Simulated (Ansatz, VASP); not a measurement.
**Two plane-wave programs on TiAl3**

The input INCAR:

```
PREC     = Accurate       # precision mode
ENCUT    = 520            # plane-wave cutoff, eV
EDIFF    = 1E-7           # SCF threshold, eV
ISMEAR   = 0              # smearing method
SIGMA    = 0.15           # smearing width, eV
LREAL    = False          # projectors in reciprocal space
LASPH    = True           # aspherical terms in the spheres
NELM     = 60             # most SCF steps
ALGO     = Fast           # electronic algorithm
ISIF     = 2              # what is computed and relaxed
LWAVE    = False          # write WAVECAR
LCHARG   = False          # write CHGCAR
GGA      = PS             # functional
NBANDS   = 18             # bands
```

The input KPOINTS:

```
Automatic mesh
0
Gamma
  12 12 12
```

File POSCAR:

```
TiAl3
1.0
    3.9483448101      0.0000000000      0.0000000000
    0.0000000000      3.9483448101      0.0000000000
    0.0000000000      0.0000000000      3.9483448101
Ti Al
1 3
Direct
   -0.0109952631     -0.0038469353     -0.0060327477
    0.5451888481      0.5009906447     -0.0052270803
    0.4890836830      0.0197851906      0.5341515961
   -0.0232772681      0.4830711000      0.4771082319
```

Input for Ansatz:

```yaml
crystal:
  lattice:
    - [3.9483448101, 0.0, 0.0]
    - [0.0, 3.9483448101, 0.0]
    - [0.0, 0.0, 3.9483448101]
  atoms:
    - { symbol: Ti, position: [-0.0109952631, -0.0038469353, -0.0060327477] }
    - { symbol: Al, position: [0.5451888481, 0.5009906447, -0.0052270803] }
    - { symbol: Al, position: [0.489083683, 0.0197851906, 0.5341515961] }
    - { symbol: Al, position: [-0.0232772681, 0.4830711, 0.4771082319] }
basis:
  ecutwfc: 420
kpoints:
  mp_grid: { grid: [12, 12, 12] }
hamiltonian:
  xc: pbesol
scf:
  occupations: { method: gaussian, width: 0.15 }
output:
  forces: true
  stress: true
  eigenvalues: true
```

Change from the starting cell: all atoms moved at random (sigma 0.15 Å a component).

Alike in both runs: task single point; functional PBEsol; k mesh 12 × 12 × 12; occupations gaussian, width 0.15 eV; no spin polarisation.

|  | VASP | Ansatz |
| --- | --- | --- |
| version | VASP 6.6.1 | Ansatz 0.2.0 |
| potentials or method | VASP PAW PBE potentials, release 64 (Ti_sv, Al), cutoff 520 eV | scalar-relativistic, plane waves, PAW |
| valence electrons in the cell | 21 | 21 |

Ansatz gave:

- gap on the k mesh at the Fermi level (eV): none
- pressure (GPa): 2.7
- traceless stress, the component that is largest in VASP (GPa): 0.81
- rms of the force components (eV/Å): 0.811

Which values does VASP return?

gap on the k mesh at the Fermi level (eV): none; pressure (GPa): 2.8; traceless stress, the component that is largest in VASP (GPa): 0.81; rms of the force components (eV/Å): 0.815.

VASP's potentials were made for PBE, not for PBEsol. Atom by atom the forces differ by 0.004 eV/Å (rms over components). A gap of «none» marks a metal or a gap that the smearing closes.
